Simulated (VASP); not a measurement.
# Cu (P2/m) in VASP: elastic constants with PBEsol

Aim: the elastic constants of Cu with PBEsol.

All numbers are computed with VASP 6.6.1; they aren't measurements. Logs are shortened: lines on timing, memory, paths and dates and some standing lists are left out, and cuts for length are marked.

**1. The cell of the first run**

The structure is monoclinic, space group P2/m (No. 10). Conventional cell: a = 11.570 Å, b = 2.238 Å, c = 22.224 Å, α = 90.00°, β = 101.93°, γ = 90.00°. Cu (site symmetry 2/m) has 2 Cu at 2.24 Å within 3.0 Å.

**2. Elastic constants, PBEsol**

The input, INCAR:

```
PREC     = Accurate       # precision mode
ENCUT    = 600            # plane-wave cutoff, eV
EDIFF    = 1E-8           # SCF threshold, eV
ISMEAR   = -1             # smearing method
SIGMA    = 0.1            # smearing width, eV
LREAL    = F              # projectors in reciprocal space
LASPH    = T              # aspherical terms in the spheres
NELM     = 100            # most SCF steps
ALGO     = Normal         # electronic algorithm
ISIF     = 3              # what is computed and relaxed
LWAVE    = F              # write WAVECAR
LCHARG   = F              # write CHGCAR
GGA      = PS             # functional
IBRION   = 6              # ionic algorithm
NFREE    = 2            
POTIM    = 0.015          # step
NSW      = 1              # ionic steps
KPAR     = 4
```

The input, KPOINTS:

```
regular mesh
0
Gamma
  4 19 2
```

The input, POSCAR:

```
Cu
1.0
   11.5702539500      0.0000000000      0.0000000000
    0.0000000000      2.2382121000      0.0000000000
   -4.5956239400      0.0000000000     21.7433883500
Cu
1
Direct
    0.5000000003      0.5000000000      0.4999999998
```

Potentials or basis: VASP PAW PBE potentials, release 64 (Cu).

Run with:

```
cat potpaw_PBE.64/Cu/POTCAR > POTCAR
mpirun -np 4 vasp_std > vasp.out
```

OUTCAR:

```text
PREC = Accurate
   ENCUT = 600
   EDIFF = 1E-8
   ISMEAR = -1
   LREAL = F
   LASPH = T
   NELM = 100
   ISIF = 3
   GGA = PS
   IBRION = 6
   NFREE = 2
   POTIM = 0.015
   NSW = 1

 ion  position               nearest neighbor table
   1  0.500  0.500  0.500-

  LATTYP: Found a simple monoclinic cell.
 ALAT       =    11.5702539500
 B/A-ratio  =     0.1934453738
 C/A-ratio  =     1.9207652505
 COS(beta)  =    -0.2067889375

  Lattice vectors:

 A1 = (  11.5702539500,   0.0000000000,   0.0000000000)
 A2 = (   0.0000000000,   2.2382121000,   0.0000000000)
 A3 = (  -4.5956239400,   0.0000000000,  21.7433883500)

Analysis of symmetry for initial positions (statically):
=====================================================================
 Subroutine PRICEL returns:
 Original cell was already a primitive cell.

 Routine SETGRP: Setting up the symmetry group for a
 simple monoclinic supercell.

 Subroutine GETGRP returns: Found  4 space group operations
 (whereof  4 operations were pure point group operations)
 out of a pool of  4 trial point group operations.

The static configuration has the point symmetry C_2h.

Analysis of symmetry for dynamics (positions and initial velocities):
=====================================================================
 Subroutine PRICEL returns:
 Original cell was already a primitive cell.

 Routine SETGRP: Setting up the symmetry group for a
 simple monoclinic supercell.

 Subroutine GETGRP returns: Found  4 space group operations
 (whereof  4 operations were pure point group operations)
 out of a pool of  4 trial point group operations.

The dynamic configuration has the point symmetry C_2h.

 Subroutine INISYM returns: Found  4 space group operations
 (whereof  4 operations are pure point group operations),
 and found     1 'primitive' translations

----------------------------------------------------------------------------------------

                                     Primitive cell

  volume of cell :     563.0816

  direct lattice vectors                    reciprocal lattice vectors
    11.570253950  0.000000000  0.000000000     0.086428526  0.000000000  0.018267300
     0.000000000  2.238212100  0.000000000     0.000000000  0.446785182  0.000000000
    -4.595623940  0.000000000 21.743388350     0.000000000  0.000000000  0.045990992

  length of vectors
    11.570253950  2.238212100 22.223741727     0.088337899  0.446785182  0.045990992

  position of ions in fractional coordinates (direct lattice)
     0.500000000  0.500000000  0.500000000

  ion indices of the primitive-cell ions
   primitive index   ion index
                 1           1

----------------------------------------------------------------------------------------

 KPOINTS: regular mesh

Automatic generation of k-mesh.
 Grid dimensions read from file:
 generate k-points for:    4   19    2

 Generating k-lattice:

  Cartesian coordinates                     Fractional coordinates (reciprocal lattice)
     0.021607132  0.000000000  0.004566825     0.250000000  0.000000000 -0.000000000
     0.000000000  0.023515010  0.000000000     0.000000000  0.052631579  0.000000000
[... 98 lines left out ...]

 number of electron      10.9999999 magnetization

 Free energy of the ion-electron system (eV)
  ---------------------------------------------------
  ext. energy  EPLUGINS =         0.00000000
  ---------------------------------------------------
  free energy    TOTEN  =        -1.96349320 eV

  energy without entropy =       -1.91564846  energy(sigma->0) =       -1.93957083

------------------------ aborting loop because EDIFF is reached ----------------------------------------

  FORCE on cell =-STRESS in cart. coord.  units (eV):
  Direction    XX          YY          ZZ          XY          YZ          ZX
  --------------------------------------------------------------------------------------
  -------------------------------------------------------------------------------------
  Total       -0.0052422      0.3449287     -0.0025869      0.0000000      0.0000000      0.0000825
  in kB       -0.0149160      0.9814509     -0.0073607      0.0000000      0.0000000      0.0002348
  external PRESSURE =       0.3197247 kB  Pullay stress =       0.0000000 kB
[... 86 lines left out ...]
  FREE ENERGIE OF THE ION-ELECTRON SYSTEM (eV)
  ---------------------------------------------------
  free  energy   TOTEN  =        -1.9635795013 eV

  energy  without entropy=       -1.9157350573  energy(sigma->0) =       -1.93965728

[... ionic steps 4 to 16 ...]

--------------------------------------- Ionic step       17  -------------------------------------------

 number of electron      10.9999994 magnetization

------------------------ aborting loop because EDIFF is reached ----------------------------------------
[... 65 lines left out ...]
--------------------------------------- Ionic step       19  -------------------------------------------

 number of electron      11.0000007 magnetization

 Free energy of the ion-electron system (eV)
  ---------------------------------------------------
  ext. energy  EPLUGINS =         0.00000000
  ---------------------------------------------------
  free energy    TOTEN  =        -1.96350845 eV

  energy without entropy =       -1.91566372  energy(sigma->0) =       -1.93958609

 E-fermi :  -5.0279     XC(G=0):  -0.7333

 val. band max:       -5.1175118229   @ k =   0.5000   0.2632   0.0000
 cond. band min:      -4.3614197633   @ k =   0.0000   0.3158   0.5000
 fundamental gap:      0.7560920595
 Fermi energy:        -5.0279255178

 k-point     1 :       0.0000    0.0000    0.0000
  band No.  band energies     occupation
      1      -8.6735      2.00000
      2      -6.2614      1.99999
      3      -6.0641      1.99994
      4      -6.0641      1.99994
      5      -5.1978      1.69073
      6      -5.1978      1.69072
      7      -2.1277      0.00000
      8      -2.1210      0.00000
      9       0.0352      0.00000
[... 265 lines left out ...]
 k-point    24 :       0.5000    0.3684    0.0000
  band No.  band energies     occupation
      1      -6.8169      2.00000
      2      -6.8169      2.00000
      3      -5.7091      1.99780
      4      -5.7091      1.99780
      5      -5.5915      1.99289
      6      -3.3056      0.00000
      7       2.4338      0.00000
      8       2.4473      0.00000
      9       4.2637      0.00000

 [... further k-points ...]

------------------------ aborting loop because EDIFF is reached ----------------------------------------

  FORCE on cell =-STRESS in cart. coord.  units (eV):
  Direction    XX          YY          ZZ          XY          YZ          ZX
  --------------------------------------------------------------------------------------
  -------------------------------------------------------------------------------------
  Total       -0.0049857      0.3451180     -0.0035457      0.0000000      0.0000000     -0.0002036
  in kB       -0.0141862      0.9819894     -0.0100887      0.0000000      0.0000000     -0.0005793
  external PRESSURE =       0.3192382 kB  Pullay stress =       0.0000000 kB
[... 16 lines left out ...]
  FREE ENERGIE OF THE ION-ELECTRON SYSTEM (eV)
  ---------------------------------------------------
  free  energy   TOTEN  =        -1.9635084479 eV

  energy  without entropy=       -1.9156637246  energy(sigma->0) =       -1.93958609

 INTERNAL STRAIN TENSORS FROM STRAINED CELLS
 ============================================

 INTERNAL STRAIN TENSOR FOR ION    1 for displacements in x,y,z  (eV/Angst):
          X           Y           Z          XY          YZ          ZX
  --------------------------------------------------------------------------------
  x    -0.00000     0.00000     0.00000     0.00000     0.00000     0.00000
  y     0.00000     0.00000     0.00000    -0.00000     0.00000     0.00000
  z     0.00000     0.00000     0.00000     0.00000     0.00000     0.00000

 INTERNAL STRAIN TENSORS FROM DISPLACED ATOMS
 ============================================

 INTERNAL STRAIN TENSOR FOR ION    1 for displacements in x,y,z  (eV/Angst):
          X           Y           Z          XY          YZ          ZX
  --------------------------------------------------------------------------------
  x     0.00000     0.00000     0.00000     0.00000     0.00000     0.00000
  y     0.00000     0.00000     0.00000     0.00000     0.00000     0.00000
  z     0.00000     0.00000     0.00000     0.00000     0.00000     0.00000

 Eigenvectors and eigenvalues of the dynamical matrix
 ----------------------------------------------------

   1 f  =    0.000000 THz     0.000000 2PiTHz    0.000000 cm-1     0.000000 meV
             X         Y         Z           dx          dy          dz
      3.487315  1.119106 10.871694    -0.007506    0.000000   -0.999972

   2 f  =    0.000000 THz     0.000000 2PiTHz    0.000000 cm-1     0.000000 meV
             X         Y         Z           dx          dy          dz
      3.487315  1.119106 10.871694     0.000000    1.000000    0.000000

   3 f/i=    0.000000 THz     0.000000 2PiTHz    0.000000 cm-1     0.000000 meV
             X         Y         Z           dx          dy          dz
      3.487315  1.119106 10.871694    -0.999972    0.000000    0.007506

--------------------------------------------------------------------------------------------------------

 ELASTIC MODULI CONTR FROM IONIC RELAXATION (kBar)
 Direction    XX          YY          ZZ          XY          YZ          ZX
 --------------------------------------------------------------------------------
 XX           0.0000      0.0000      0.0000      0.0000      0.0000      0.0000
 YY           0.0000      0.0000      0.0000      0.0000      0.0000      0.0000
 ZZ           0.0000      0.0000      0.0000      0.0000      0.0000      0.0000
 XY           0.0000      0.0000      0.0000      0.0000      0.0000      0.0000
 YZ           0.0000      0.0000      0.0000      0.0000      0.0000      0.0000
 ZX           0.0000      0.0000      0.0000      0.0000      0.0000      0.0000
 --------------------------------------------------------------------------------

 TOTAL ELASTIC MODULI (kBar)
 Direction    XX          YY          ZZ          XY          YZ          ZX
 --------------------------------------------------------------------------------
 XX          -0.2965     -0.0798     -0.1416      0.0000      0.0000      0.0195
 YY          -0.0798    101.0224     -0.1552      0.0000      0.0000     -0.0107
 ZZ          -0.1416     -0.1552     -0.5156      0.0000      0.0000     -0.0043
 XY           0.0000      0.0000      0.0000     -0.0654     -0.0101      0.0000
 YZ           0.0000      0.0000      0.0000     -0.0101     -1.1238      0.0000
 ZX           0.0195     -0.0107     -0.0043      0.0000      0.0000     -0.1200
 --------------------------------------------------------------------------------
```

Run time: 43 min. Hardware: 4 MPI ranks of Intel Xeon Platinum 8488C (Sapphire Rapids), shared host; peak memory 1.1 GiB.

Results:

* Voigt bulk modulus: 1 GPa

Elastic tensor in Voigt notation (GPa, in the Cartesian axes of the cell as first typed):
```
 0  0  0  0  0  0
 0 10  0  0  0  0
 0  0  0  0  0  0
 0  0  0  0  0  0
 0  0  0  0  0  0
 0  0  0  0  0  0
```

Clamped-ion elastic tensor (GPa):
```
 0  0  0  0  0  0
 0 10  0  0  0  0
 0  0  0  0  0  0
 0  0  0  0  0  0
 0  0  0  0  0  0
 0  0  0  0  0  0
```

Caveat: the elastic tensor has a negative eigenvalue, so either the cell is unstable as it stands or the mesh is too thin; the PAW data sets were made with another functional, which shifts forces and pressure a little.
